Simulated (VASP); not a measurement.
# GaN (I-4m2) in VASP: single point with HSE06

Aim: the single point of GaN with HSE06.

Everything below comes from runs of VASP 6.6.1. Logs are shortened: lines on timing, memory, paths and dates and some standing lists are left out, and cuts for length are marked.

## (1) The cell of the first run

It takes space group I-4m2 (No. 119, tetragonal). Conventional cell: a = 3.149 Å, b = 3.149 Å, c = 4.545 Å, α = 90.00°, β = 90.00°, γ = 90.00°. Within 2.6 Å of Ga (site symmetry -4m2) lie 4 N at 1.94 Å. N (site symmetry -4m2) has 4 Ga at 1.94 Å within 2.6 Å.

## (2) Single point, HSE06 (epitaxial xy strain -1.0%)

Input file POSCAR:

```
GaN
1.0
    0.0000000000      2.2264630194      2.2727256606
    2.2264630194      0.0000000000      2.2727256606
    2.2264630194      2.2264630194      0.0000000000
Ga N
1 1
Direct
    0.0000000000      0.0000000000      0.0000000000
    0.2500000000      0.2500000000      0.2500000000
```

Input file INCAR.step1:

```
SYSTEM = GaN
PREC = Accurate ; ENCUT = 520
EDIFF = 1E-5 ; ISMEAR = 0
SIGMA = 0.01 ; LREAL = .False.
LASPH = .True. ; NELM = 60
ALGO = Normal ; ISIF = 2
LWAVE = .True. ; NBANDS = 16
GGA = PE
```

Input file INCAR.step2:

```
SYSTEM = GaN
PREC = Accurate ; ENCUT = 520
EDIFF = 1E-6 ; ISMEAR = 0
SIGMA = 0.01 ; LREAL = .False.
LASPH = .True. ; NELM = 60
ALGO = Normal ; ISIF = 2
LWAVE = .False. ; LCHARG = .True.
GGA = PE ; LHFCALC = .True.
HFSCREEN = 0.2079 ; PRECFOCK = Normal
LELF = .True. ; LVHAR = .True.
NBANDS = 16 ; ISTART = 1
```

Input file KPOINTS:

```
Automatic mesh
0
Gamma
  6 6 6
  0 0 0
```

Potentials or basis: VASP PAW PBE potentials, release 64 (Ga_d, N).

Launch:

```console
$ cat potpaw_PBE.64/Ga_d/POTCAR potpaw_PBE.64/N/POTCAR > POTCAR
$ cp INCAR.step1 INCAR
$ mpirun -np 1 vasp_std > vasp.out
$ cp INCAR.step2 INCAR
$ mpirun -np 1 vasp_std > vasp.out
```

OUTCAR:

```text
SYSTEM = GaN
   PREC = Accurate
   ENCUT = 520
   EDIFF = 1E-6
   ISMEAR = 0
   LREAL = .False.
   LASPH = .True.
   NELM = 60
   ISIF = 2
   GGA = PE
   LHFCALC = .True.
   HFSCREEN = 0.2079
   PRECFOCK = Normal
   ISTART = 1

 ion  position               nearest neighbor table
   1  0.000  0.000  0.000-   2 1.94   2 1.94   2 1.94   2 1.94
   2  0.250  0.250  0.250-   1 1.94   1 1.94   1 1.94   1 1.94

  LATTYP: Found a body centered tetragonal cell.
 ALAT       =     3.1486941982
 C/A-ratio  =     1.4435988493

  Lattice vectors:

 A1 = (  -2.2264630194,   0.0000000000,   2.2727256606)
 A2 = (   2.2264630194,   0.0000000000,   2.2727256606)
 A3 = (   0.0000000000,   2.2264630194,  -2.2727256606)

Analysis of symmetry for initial positions (statically):
=====================================================================
 Subroutine PRICEL returns:
 Original cell was already a primitive cell.

 Routine SETGRP: Setting up the symmetry group for a
 body centered tetragonal supercell.

 Subroutine GETGRP returns: Found  8 space group operations
 (whereof  8 operations were pure point group operations)
 out of a pool of 16 trial point group operations.

The static configuration has the point symmetry D_2d.

Analysis of symmetry for dynamics (positions and initial velocities):
=====================================================================
 Subroutine PRICEL returns:
 Original cell was already a primitive cell.

 Routine SETGRP: Setting up the symmetry group for a
 body centered tetragonal supercell.

 Subroutine GETGRP returns: Found  8 space group operations
 (whereof  8 operations were pure point group operations)
 out of a pool of 16 trial point group operations.

The dynamic configuration has the point symmetry D_2d.

 Subroutine INISYM returns: Found  8 space group operations
 (whereof  8 operations are pure point group operations),
 and found     1 'primitive' translations

----------------------------------------------------------------------------------------

                                     Primitive cell

  volume of cell :      22.5324

  direct lattice vectors                    reciprocal lattice vectors
     0.000000000  2.226463019  2.272725661    -0.224571437  0.224571437  0.220000156
     2.226463019  0.000000000  2.272725661     0.224571437 -0.224571437  0.220000156
     2.226463019  2.226463019  0.000000000     0.224571437  0.224571437 -0.220000156

  length of vectors
[... 85 lines left out ...]
   NSW    =      0    number of steps for IOM
   IBRION =     -1    ionic relax: 0-MD 1-quasi-New 2-CG
   NFREE  =      0    steps in history (QN), initial steepest desc. (CG)
   ISIF   =      2    stress and relaxation
   ISYM   =      3    0-nonsym 1-usesym 2-fastsym
   POTIM  = 0.5000    time-step for ionic-motion
   TEBEG  =    0.0;   TEEND  =   0.0 temperature during run
   PSTRESS=    0.0 pullay stress
   NELECT =      18.0000    total number of electrons
   NUPDOWN=      -1.0000    fix difference up-down
   EMIN   =  10.00;   EMAX   =-10.00  energy-range for DOS
   EFERMI =   0.00;   METHOD = LEGACY
   ISMEAR =     0;   SIGMA  =   0.01  broadening in eV -4-tet -1-fermi 0-gaus
   EFERMI_NEDOS =   21; number of points for ismear=-14 and -15
   IALGO  =     38    algorithm
   IMIX   =      1    mixing-type and parameters
     AMIX     =   0.40;   BMIX     =  1.00
     AMIX_MAG =   1.60;   BMIX_MAG =  1.00
  volume/ion in A,a.u.               =      11.27        76.03
  Fermi-wavevector in a.u.,A,eV,Ry     =   1.519018  2.870528 31.394309  2.307417
  Thomas-Fermi vector in A             =   2.628061
   LORBIT       =      0    0 simple, 1 ext, 2 COOP (PROOUT), +10 PAW based schemes
   GGA     = PE    functional components
   LHFCALC =     T    Hartree Fock is set to
   PRECFOCK=normal    Normal, Fast or Accurate (Low or Medium for compatibility)
   ENCUT4O =  -1.0   cutoff for four orbital integrals eV
   NKREDX  =     1    reduce k-point grid by
   NKREDY  =     1    reduce k-point grid by
   NKREDZ  =     1    reduce k-point grid by
   AEXX    =    0.2500 exact exchange contribution
   HFSCREEN=    0.2079 screening length (either q_TF or 0.3 A-1)
   HFSCREENC=   0.2079 screening length for correlation (either q_TF or 0.3 A-1)
   ENCUTFOCK=  -1.0 apply spherical cutoff to Coloumb kernel
   IVDW    =     0    specifies the selected vdW correction
   LEPSILON=     F    determine dielectric tensor
   LRPA    =     F    only Hartree local field effects (RPA)
 non-spin polarized calculation
 Gauss-broadening in eV      SIGMA  =   0.01
  energy-cutoff  :      520.00
  volume of cell :       22.53
 maximum number of plane-waves:       620
  NGX = 18; NGY = 18; NGZ = 18

 number of electron      18.0000012 magnetization

 Free energy of the ion-electron system (eV)
  ---------------------------------------------------
  ext. energy  EPLUGINS =         0.00000000
  ---------------------------------------------------
  free energy    TOTEN  =       -14.73433896 eV

  energy without entropy =      -14.73433896  energy(sigma->0) =      -14.73433896

 E-fermi :   4.7238     XC(G=0):  -9.6276

 val. band max:        4.6572118845   @ k =   0.0000   0.0000   0.0000
 cond. band min:       7.7162655635   @ k =   0.0000   0.0000   0.0000
 fundamental gap:      3.0590536790
 Fermi energy:         4.7237558435

 k-point     1 :       0.0000    0.0000    0.0000
  band No.  band energies     occupation
      1     -12.9509      2.00000
      2     -10.9650      2.00000
      3     -10.9435      2.00000
      4     -10.9435      2.00000
      5     -10.6196      2.00000
      6     -10.6195      2.00000
[... 433 lines left out ...]
      3     -10.7062      2.00000
      4     -10.6973      2.00000
      5     -10.5593      2.00000
      6      -8.5890      2.00000
[... 8 lines left out ...]
     15      29.0424      0.00000
     16      29.4415      0.00000

 [... further k-points ...]
[... 5 lines left out ...]
  --------------------------------------------------------------------------------------
  -------------------------------------------------------------------------------------
  Total        0.3892800      0.3892800     -0.0175255      0.0000000     -0.0000000      0.0000000
  in kB       27.6799110     27.6799110     -1.2461576      0.0000000     -0.0000000      0.0000000
  external PRESSURE =      18.0378881 kB  Pullay stress =       0.0000000 kB

 VOLUME and BASIS-vectors are now :
 -----------------------------------------------------------------------------
  energy-cutoff  :      520.00
  volume of cell :       22.53
      direct lattice vectors                 reciprocal lattice vectors
     0.000000000  2.226463019  2.272725661    -0.224571437  0.224571437  0.220000156
     2.226463019  0.000000000  2.272725661     0.224571437 -0.224571437  0.220000156
     2.226463019  2.226463019  0.000000000     0.224571437  0.224571437 -0.220000156

 POSITION                                       TOTAL-FORCE (eV/Angst)
 -----------------------------------------------------------------------------------
      0.00000      0.00000      0.00000        -0.000000     -0.000000      0.000000
      1.11323      1.11323      1.13636         0.000000      0.000000     -0.000000
 -----------------------------------------------------------------------------------
    total drift:                                0.000001      0.000001     -0.000002

  FREE ENERGIE OF THE ION-ELECTRON SYSTEM (eV)
  ---------------------------------------------------
  free  energy   TOTEN  =       -14.7343389561 eV

  energy  without entropy=      -14.7343389561  energy(sigma->0) =      -14.73433896
```

OUTCAR.step1:

```text
SYSTEM = GaN
   PREC = Accurate
   ENCUT = 520
   EDIFF = 1E-5
   ISMEAR = 0
   LREAL = .False.
   LASPH = .True.
[... 678 lines left out ...]
      0.00000      0.00000      0.00000         0.000000      0.000000      0.000000
      1.11323      1.11323      1.13636        -0.000000     -0.000000     -0.000000
 -----------------------------------------------------------------------------------
    total drift:                                0.000001      0.000001      0.000002

  FREE ENERGIE OF THE ION-ELECTRON SYSTEM (eV)
  ---------------------------------------------------
  free  energy   TOTEN  =       -12.1214843513 eV

  energy  without entropy=      -12.1214843513  energy(sigma->0) =      -12.12148435
```

Run time: 34 min. Hardware: 1 thread of AMD EPYC 7R13 (Zen 3), shared host; peak memory 0.23 GiB.

Results:

| Item | Value |
| --- | --- |
| Free energy | -14.7343 eV |
| Pressure | 1.8 GPa |
| Band gap on the k mesh | 3.06 eV |

Caveat: the cell differs from its parent crystal (epitaxial xy strain -1.0%); the PAW data sets were made with another functional, which shifts forces and pressure a little.
